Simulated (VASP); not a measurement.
Crystal: Te5Pd.

```xyz
6
Lattice="2.9566 1.7070 5.2490 -2.9566 1.7070 5.2490 0.0000 -3.4139 5.2490" Properties=species:S:1:pos:R:3 pbc="T T T"
Te    0.0000    0.0000    2.2521
Te    0.6954    1.7070    5.2490
Te   -1.8260   -0.2512    5.2490
Te    0.0000    0.0000   13.4950
Te    1.1306   -1.4558    5.2490
Pd    0.0000    0.0000    7.8736
```

The cell was generated, and may not be a known phase.

| Property | Result |
| --- | --- |
| Program | VASP 6.6.1 |
| Task | relaxation of cell and atoms |
| Functional | PBE |
| Potentials or basis | VASP PAW PBE potentials, release 64 (Te, Pd) |
| Cutoff | 600 eV |
| k mesh | 6 × 6 × 6 |
| Occupations | gaussian, width 0.1 eV |
| Spin | no spin polarisation |

At the start: pressure -0.4 GPa; volume 26.49 Å³/atom.

Problem. Where does the relaxation end?

Solution. Over 45 steps the energy falls by 237.7 meV/atom and the volume is 29.60 Å³/atom (+11.7 %); space group R32 (No. 155, to 0.1 Å) before and after.

The path:
```csv
step,energy change (eV),largest force (eV/Å),pressure (GPa),volume (Å³)
1,0.0000,0.0922,-0.35,158.94
3,-0.0374,0.0309,1.01,155.41
5,-0.0822,0.0414,-0.60,160.20
7,-0.5101,0.6201,-4.47,179.09
9,-0.6333,0.7036,-4.97,183.11
11,-0.6407,0.7117,-5.05,183.82
13,-0.6557,0.7378,-5.31,186.88
15,-0.7054,0.7392,-5.10,185.73
17,-0.9000,0.7377,-3.94,180.58
19,-1.0249,0.5681,3.74,160.58
21,-1.1253,0.6705,0.20,167.92
23,-1.1646,0.5608,0.32,167.78
25,-1.2565,0.1724,1.37,167.17
27,-1.2816,0.1578,-0.25,172.43
29,-1.2997,0.1359,-0.14,173.44
31,-1.3218,0.2814,-0.07,175.66
33,-1.3589,0.0903,-1.72,182.36
35,-1.3673,0.0861,-1.70,182.47
37,-1.3926,0.1189,-1.59,182.89
39,-1.3976,0.2189,-1.46,183.11
41,-1.4225,0.0367,0.08,177.89
43,-1.4231,0.0358,0.00,178.09
45,-1.4263,0.0278,-0.01,177.60
```

Final structure:
```
Te Pd
1.0
     3.79804    2.19280    3.55403
    -3.79804    2.19280    3.55403
     0.00000   -4.38560    3.55403
Te Pd
5 1
Direct
  0.14483 0.14483 0.14483
  0.53353 0.46647 0.00000
  0.00000 0.53353 0.46647
  0.85517 0.85517 0.85517
  0.46647 0.00000 0.53353
  0.50000 0.50000 0.50000
```
